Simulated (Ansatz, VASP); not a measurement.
## One calculation of CoSi2, two programs

File INCAR:

```
  ALGO = Normal
  EDIFF = 1E-7
  ENCUT = 520
  GGA = PE
  ISIF = 2
  ISMEAR = -1
  LASPH = T
  LCHARG = T
  LELF = T
  LREAL = F
  LVHAR = T
  LWAVE = F
  NBANDS = 16
  NELM = 80
  PREC = Accurate
  SIGMA = 0.1
```

The input KPOINTS:

```
k-points
0
Gamma
  11 11 11
```

Contents of POSCAR:

```
CoSi2
1.0
    0.0000000000      2.4878441032      2.4878441032
    2.4878441032      0.0000000000      2.4878441032
    2.4878441032      2.4878441032      0.0000000000
Co Si
1 2
Direct
    0.0000000000      0.0000000000      0.0000000000
    0.2500000000      0.2500000000      0.2500000000
    0.7500000000      0.7500000000      0.7500000000
```

Input for Ansatz:

```yaml
crystal:
  lattice:
    - [0.0, 2.4878441032, 2.4878441032]
    - [2.4878441032, 0.0, 2.4878441032]
    - [2.4878441032, 2.4878441032, 0.0]
  atoms:
    - { symbol: Co, position: [0.0, 0.0, 0.0] }
    - { symbol: Si, position: [0.25, 0.25, 0.25] }
    - { symbol: Si, position: [0.75, 0.75, 0.75] }
kpoints:
  mp_grid: { grid: [11, 11, 11] }
  band_path:
    path:
      - [0.0, 0.0, 0.0]
      - [0.5, 0.0, 0.5]
      - [0.625, 0.25, 0.625]
      - [0.375, 0.375, 0.75]
      - [0.0, 0.0, 0.0]
      - [0.5, 0.5, 0.5]
      - [0.5, 0.25, 0.75]
      - [0.5, 0.0, 0.5]
    npoints: 8
scf:
  occupations: { method: fermi_dirac, width: 0.1 }
hamiltonian:
  xc: pbe
  pseudopotentials: { kind: all_electron, lapw: { basis_error: 0.001 } }
output:
  forces: true
  stress: true
  eigenvalues: true
  populations: true
  dos: { projected: true, de: 0.2, e_range: [-14, 8] }
```

Change from the starting cell: volume scaled by 0.8, LAPW.

Alike in both runs: task single point; functional PBE; k mesh 11 × 11 × 11; occupations fermi-dirac, width 0.1 eV; no spin polarisation.

|  | VASP | Ansatz |
| --- | --- | --- |
| version | VASP 6.6.1 | Ansatz 0.2.0 |
| potentials or method | VASP PAW PBE potentials, release 64 (Co, Si), cutoff 520 eV | all-electron LAPW, scalar-relativistic |

VASP gave:

| Quantity | Value |
| --- | --- |
| pressure (GPa) | 65.4 |

Task: Which values does Ansatz return?

Result: Pressure (GPa): 65.5.

Both programs put the cell under a high pressure, so it lies far from rest at this level. Ansatz ran all-electron here, and VASP with PAW potentials.

Noted on VASP's run: the cell as given lies far from equilibrium.
